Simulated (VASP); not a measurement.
# BN (F-43m) in VASP: a series of runs

BN is run at these levels: PBE; tasks: single point.

Program: VASP 6.6.1. These are calculated values, not measurements. Logs are shortened: lines on timing, memory, paths and dates and some standing lists are left out, and cuts for length are marked.

### Step 1. The cell of the first run

It takes space group F-43m (No. 216, cubic). The conventional cell has a = 3.473 Å, b = 3.473 Å, c = 3.473 Å, α = 90.00°, β = 90.00°, γ = 90.00°. B (site symmetry -43m) has 4 N at 1.50 Å within 2.0 Å. Within 2.0 Å of N (site symmetry -43m) lie 4 B at 1.50 Å.

### Step 2. Single point, PBE (5.24 Å³/atom)

INCAR reads:

```
SYSTEM = BN
ALGO = Normal ; EDIFF = 1E-6
ENCUT = 600 ; GGA = PE
GGA_COMPAT = .FALSE. ; ISIF = 2
ISMEAR = 0 ; LASPH = .TRUE.
LCHARG = .FALSE. ; LREAL = .FALSE.
LWAVE = .FALSE. ; NBANDS = 11
NELM = 120 ; PREC = Accurate
SIGMA = 0.05
```

KPOINTS reads:

```
k-points
0
G
  12 12 12
  0 0 0
```

POSCAR reads:

```
BN
1.0
    0.0000000000      1.7364670464      1.7364670464
    1.7364670464      0.0000000000      1.7364670464
    1.7364670464      1.7364670464      0.0000000000
B N
1 1
Direct
    0.0000000000      0.0000000000      0.0000000000
    0.7500000000      0.7500000000      0.7500000000
```

Potentials or basis: VASP PAW PBE potentials, release 64 (B, N).

Launch:

```bash
$ cat potpaw_PBE.64/B/POTCAR potpaw_PBE.64/N/POTCAR > POTCAR
$ mpirun -np 1 vasp_std > vasp.out
```

OUTCAR:

```text
SYSTEM = BN
   EDIFF = 1E-6
   ENCUT = 600
   GGA = PE
   ISIF = 2
   ISMEAR = 0
   LASPH = .TRUE.
   LREAL = .FALSE.
   NELM = 120
   PREC = Accurate

 ion  position               nearest neighbor table
   1  0.000  0.000  0.000-   2 1.50   2 1.50   2 1.50   2 1.50
   2  0.750  0.750  0.750-   1 1.50   1 1.50   1 1.50   1 1.50

  LATTYP: Found a face centered cubic cell.
 ALAT       =     3.4729340928

  Lattice vectors:

 A1 = (   0.0000000000,   1.7364670464,   1.7364670464)
 A2 = (   1.7364670464,   0.0000000000,   1.7364670464)
 A3 = (   1.7364670464,   1.7364670464,   0.0000000000)

Analysis of symmetry for initial positions (statically):
=====================================================================
 Subroutine PRICEL returns:
 Original cell was already a primitive cell.

 Routine SETGRP: Setting up the symmetry group for a
 face centered cubic supercell.

 Subroutine GETGRP returns: Found 24 space group operations
 (whereof 24 operations were pure point group operations)
 out of a pool of 48 trial point group operations.

The static configuration has the point symmetry T_d .

Analysis of symmetry for dynamics (positions and initial velocities):
=====================================================================
 Subroutine PRICEL returns:
 Original cell was already a primitive cell.

 Routine SETGRP: Setting up the symmetry group for a
 face centered cubic supercell.

 Subroutine GETGRP returns: Found 24 space group operations
 (whereof 24 operations were pure point group operations)
 out of a pool of 48 trial point group operations.

The dynamic configuration has the point symmetry T_d .

 Subroutine INISYM returns: Found 24 space group operations
 (whereof 24 operations are pure point group operations),
 and found     1 'primitive' translations

----------------------------------------------------------------------------------------

                                     Primitive cell

  volume of cell :      10.4720

  direct lattice vectors                    reciprocal lattice vectors
     0.000000000  1.736467046  1.736467046    -0.287940967  0.287940967  0.287940967
     1.736467046  0.000000000  1.736467046     0.287940967 -0.287940967  0.287940967
     1.736467046  1.736467046  0.000000000     0.287940967  0.287940967 -0.287940967

  length of vectors
     2.455735248  2.455735248  2.455735248     0.498728384  0.498728384  0.498728384

  position of ions in fractional coordinates (direct lattice)
     0.000000000  0.000000000  0.000000000
     0.750000000  0.750000000  0.750000000

  ion indices of the primitive-cell ions
   primitive index   ion index
                 1           1
                 2           2

----------------------------------------------------------------------------------------

 KPOINTS: k-points

Automatic generation of k-mesh.
 Grid dimensions read from file:
 generate k-points for:   12   12   12

 Generating k-lattice:

  Cartesian coordinates                     Fractional coordinates (reciprocal lattice)
    -0.023995081  0.023995081  0.023995081     0.083333333  0.000000000  0.000000000
     0.023995081 -0.023995081  0.023995081     0.000000000  0.083333333  0.000000000
     0.023995081  0.023995081 -0.023995081     0.000000000  0.000000000  0.083333333

  Length of vectors
     0.041560699  0.041560699  0.041560699

  Shift w.r.t. Gamma in fractional coordinates (k-lattice)
     0.000000000  0.000000000  0.000000000

 Subroutine IBZKPT returns following result:
 ===========================================

 Found     72 irreducible k-points:

 Following reciprocal coordinates:
            Coordinates               Weight
  0.000000  0.000000  0.000000      1.000000
  0.083333  0.000000  0.000000      8.000000
  0.166667  0.000000  0.000000      8.000000
  0.250000  0.000000  0.000000      8.000000
  0.333333  0.000000  0.000000      8.000000
  0.416667  0.000000  0.000000      8.000000
[... 16 lines left out ...]
  0.500000  0.166667  0.000000     24.000000
 -0.416667  0.166667  0.000000     24.000000
 [... further k-points ...]
   k-points           NKPTS =     72   k-points in BZ     NKDIM =     72   number of bands    NBANDS=     11
   number of dos      NEDOS =    301   number of ions     NIONS =      2
   total plane-waves  NPLWV =   8000
   dimension x,y,z NGX =    20 NGY =   20 NGZ =   20
   dimension x,y,z NGXF=    40 NGYF=   40 NGZF=   40
   ions per type =               1   1
   NGX,Y,Z   is equivalent  to a cutoff of  13.54, 13.54, 13.54 a.u.
   NGXF,Y,Z  is equivalent  to a cutoff of  27.08, 27.08, 27.08 a.u.
 SYSTEM =  BN
   PREC   = accura    normal or accurate (medium, high low for compatibility)
   ISTART =      0    job   : 0-new  1-cont  2-samecut
   ICHARG =      2    charge: 1-file 2-atom 10-const
   ISPIN  =      1    spin polarized calculation?
   LNONCOLLINEAR =      F non collinear calculations
   LSORBIT =      F    spin-orbit coupling
   LASPH  =      T    aspherical Exc in radial PAW
   ENCUT  =  600.0 eV  44.10 Ry    6.64 a.u.   4.90  4.90  4.90*2*pi/ulx,y,z
   NELM   =    120;   NELMIN=  2; NELMDL= -5     # of ELM steps
   EDIFF  = 0.1E-05   stopping-criterion for ELM
   LREAL  =      F    real-space projection
   EDIFFG = 0.1E-04   stopping-criterion for IOM
   NSW    =      0    number of steps for IOM
   IBRION =     -1    ionic relax: 0-MD 1-quasi-New 2-CG
   NFREE  =      0    steps in history (QN), initial steepest desc. (CG)
   ISIF   =      2    stress and relaxation
   ISYM   =      2    0-nonsym 1-usesym 2-fastsym
   POTIM  = 0.5000    time-step for ionic-motion
   TEBEG  =    0.0;   TEEND  =   0.0 temperature during run
   PSTRESS=    0.0 pullay stress
   NELECT =       8.0000    total number of electrons
   NUPDOWN=      -1.0000    fix difference up-down
   EMIN   =  10.00;   EMAX   =-10.00  energy-range for DOS
   EFERMI =   0.00;   METHOD = LEGACY
   ISMEAR =     0;   SIGMA  =   0.05  broadening in eV -4-tet -1-fermi 0-gaus
   EFERMI_NEDOS =   21; number of points for ismear=-14 and -15
   IALGO  =     38    algorithm
   IMIX   =      4    mixing-type and parameters
     AMIX     =   0.40;   BMIX     =  1.00
     AMIX_MAG =   1.60;   BMIX_MAG =  1.00
  volume/ion in A,a.u.               =       5.24        35.33
  Fermi-wavevector in a.u.,A,eV,Ry     =   1.496563  2.828094 30.472972  2.239700
  Thomas-Fermi vector in A             =   2.608563
   LORBIT       =      0    0 simple, 1 ext, 2 COOP (PROOUT), +10 PAW based schemes
   GGA     = PE    functional components
   LHFCALC =     F    Hartree Fock is set to
   AEXX    =    0.0000 exact exchange contribution
   IVDW    =     0    specifies the selected vdW correction
   LEPSILON=     F    determine dielectric tensor
   LRPA    =     F    only Hartree local field effects (RPA)
 non-spin polarized calculation
 Gauss-broadening in eV      SIGMA  =   0.05
  energy-cutoff  :      600.00
  volume of cell :       10.47
 maximum number of plane-waves:       360
   NGX =  9   NGY =  9   NGZ =  9

 number of electron       8.0000002 magnetization

 Free energy of the ion-electron system (eV)
  ---------------------------------------------------
  ext. energy  EPLUGINS =         0.00000000
  ---------------------------------------------------
  free energy    TOTEN  =       -17.20431981 eV

  energy without entropy =      -17.20431981  energy(sigma->0) =      -17.20431981

 E-fermi :   9.2475     XC(G=0): -13.4262

 val. band max:        8.9587857629   @ k =   0.0000   0.0000   0.0000
 cond. band min:      13.5358857496   @ k =   0.5000   0.5000   0.0000
 fundamental gap:      4.5770999867
 Fermi energy:         9.2475400976

 k-point     1 :       0.0000    0.0000    0.0000
  band No.  band energies     occupation
      1     -12.7069      2.00000
      2       8.9588      2.00000
      3       8.9588      2.00000
      4       8.9588      2.00000
      5      18.3530      0.00000
      6      18.3530      0.00000
      7      18.3530      0.00000
      8      21.3364      0.00000
      9      36.0438      0.00000
     10      38.2383      0.00000
     11      38.2383      0.00000

 k-point     2 :       0.0833    0.0000    0.0000
  band No.  band energies     occupation
      1     -12.5212      2.00000
      2       7.9666      2.00000
      3       8.7522      2.00000
      4       8.7522      2.00000
      5      18.6666      0.00000
      6      18.6666      0.00000
      7      18.7152      0.00000
      8      21.8271      0.00000
      9      35.4826      0.00000
     10      35.8053      0.00000
     11      35.8053      0.00000

 k-point     3 :       0.1667    0.0000    0.0000
  band No.  band energies     occupation
      1     -11.9697      2.00000
      2       5.6777      2.00000
      3       8.2533      2.00000
      4       8.2533      2.00000
      5      19.3264      0.00000
      6      19.3851      0.00000
      7      19.3851      0.00000
      8      23.0135      0.00000
      9      34.1110      0.00000
     10      34.1110      0.00000
     11      34.5441      0.00000

 k-point     4 :       0.2500    0.0000    0.0000
  band No.  band energies     occupation
      1     -11.0734      2.00000
      2       2.9783      2.00000
      3       7.6828      2.00000
      4       7.6828      2.00000
      5      19.8775      0.00000
      6      20.0426      0.00000
      7      20.0426      0.00000
      8      24.1882      0.00000
      9      33.7237      0.00000
     10      33.7237      0.00000
     11      33.9704      0.00000
[... 239 lines left out ...]
 k-point    22 :       0.4167    0.1667    0.0000
  band No.  band energies     occupation
      1      -8.8746      2.00000
      2      -0.0022      2.00000
      3       5.5240      2.00000
      4       5.6146      2.00000
      5      18.0467      0.00000
      6      22.7398      0.00000
      7      22.8848      0.00000
      8      24.1021      0.00000
      9      30.9047      0.00000
     10      37.5829      0.00000
     11      39.2545      0.00000

 k-point    23 :       0.5000    0.1667    0.0000
  band No.  band energies     occupation
      1      -7.7245      2.00000
      2      -1.8002      2.00000
      3       4.8682      2.00000
      4       5.7024      2.00000
      5      18.3763      0.00000
      6      22.5683      0.00000
      7      22.8361      0.00000
      8      25.5305      0.00000
      9      31.2827      0.00000
     10      37.8663      0.00000
     11      38.4600      0.00000

 k-point    24 :      -0.4167    0.1667    0.0000
  band No.  band energies     occupation
      1      -7.4920      2.00000
      2      -2.1262      2.00000
      3       4.4129      2.00000
      4       6.0616      2.00000
      5      18.8485      0.00000
      6      22.1170      0.00000
      7      22.7375      0.00000
      8      26.2691      0.00000
      9      31.5884      0.00000
     10      35.8549      0.00000
     11      38.1828      0.00000

 [... further k-points ...]

------------------------ aborting loop because EDIFF is reached ----------------------------------------

  FORCE on cell =-STRESS in cart. coord.  units (eV):
  Direction    XX          YY          ZZ          XY          YZ          ZX
  --------------------------------------------------------------------------------------
  -------------------------------------------------------------------------------------
  Total        3.9623737      3.9623737      3.9623737     -0.0000000     -0.0000000     -0.0000000
  in kB      606.2285499    606.2285499    606.2285499     -0.0000000     -0.0000000     -0.0000000
  external PRESSURE =     606.2285499 kB  Pullay stress =       0.0000000 kB

 VOLUME and BASIS-vectors are now :
 -----------------------------------------------------------------------------
  energy-cutoff  :      600.00
  volume of cell :       10.47
      direct lattice vectors                 reciprocal lattice vectors
     0.000000000  1.736467046  1.736467046    -0.287940967  0.287940967  0.287940967
     1.736467046  0.000000000  1.736467046     0.287940967 -0.287940967  0.287940967
     1.736467046  1.736467046  0.000000000     0.287940967  0.287940967 -0.287940967

 POSITION                                       TOTAL-FORCE (eV/Angst)
 -----------------------------------------------------------------------------------
      0.00000      0.00000      0.00000        -0.000000      0.000000      0.000000
      2.60470      2.60470      2.60470         0.000000     -0.000000     -0.000000
 -----------------------------------------------------------------------------------
    total drift:                               -0.000000     -0.000000     -0.000000

  FREE ENERGIE OF THE ION-ELECTRON SYSTEM (eV)
  ---------------------------------------------------
  free  energy   TOTEN  =       -17.2043198055 eV

  energy  without entropy=      -17.2043198055  energy(sigma->0) =      -17.20431981
```

It took 4.2 s on 1 thread of Intel Xeon 6975P-C (Granite Rapids), shared host; peak memory 0.12 GiB.

What came out:

```
Free energy            : -17.2043 eV
Pressure               : 60.6 GPa
Band gap on the k mesh : 4.58 eV (least direct gap 9.39 eV)
```

Caveat: the cell stands under pressure. A k mesh can miss the band edges.

### Step 3. Single point, PBE (5.47 Å³/atom)

This run uses another cell than the first one, of 5.47 Å³/atom.

INCAR reads:

```
PREC = Accurate
ENCUT = 600
EDIFF = 1E-6
ISMEAR = 0
SIGMA = 0.05
LREAL = False
LASPH = True
NELM = 120
ALGO = Normal
ISIF = 2
LWAVE = False
LCHARG = False
GGA = PE
NBANDS = 11
GGA_COMPAT = False
```

KPOINTS reads:

```
Automatic mesh
0
Gamma
  12 12 12
```

POSCAR reads:

```
BN
1.0
    0.0000000000      1.7623882866      1.7623882866
    1.7623882866      0.0000000000      1.7623882866
    1.7623882866      1.7623882866      0.0000000000
B N
1 1
Direct
    0.0000000000      0.0000000000      0.0000000000
    0.7500000000      0.7500000000      0.7500000000
```

Potentials or basis: VASP PAW PBE potentials, release 64 (B, N).

Launch:

```bash
$ cat potpaw_PBE.64/B/POTCAR potpaw_PBE.64/N/POTCAR > POTCAR
$ mpirun -np 1 vasp_std > vasp.out
```

It took 4.5 s on 1 thread of Intel Xeon 6975P-C (Granite Rapids), shared host; peak memory 0.12 GiB.

Results (log left out):

```
Free energy            : -17.3493 eV
Pressure               : 36.5 GPa
Band gap on the k mesh : 4.54 eV (least direct gap 9.18 eV)
```

Levels at points of the mesh, in eV from the valence-band top:
```tsv
k point	band 1	band 2	band 3	band 4	band 5	band 6	band 7	band 8
(0.00, 0.00, 0.00)	-21.12	0.00	0.00	0.00	9.18	9.18	9.18	11.61
(0.50, 0.00, 0.00)	-16.53	-11.41	-2.09	-2.09	11.12	11.12	11.16	16.04
(0.50, 0.50, 0.00)	-15.06	-9.43	-5.29	-5.29	4.54	9.65	19.11	19.11
```

Caveat: the cell stands under pressure. A k mesh can miss the band edges.

(Part 1 of 2 ends here.)
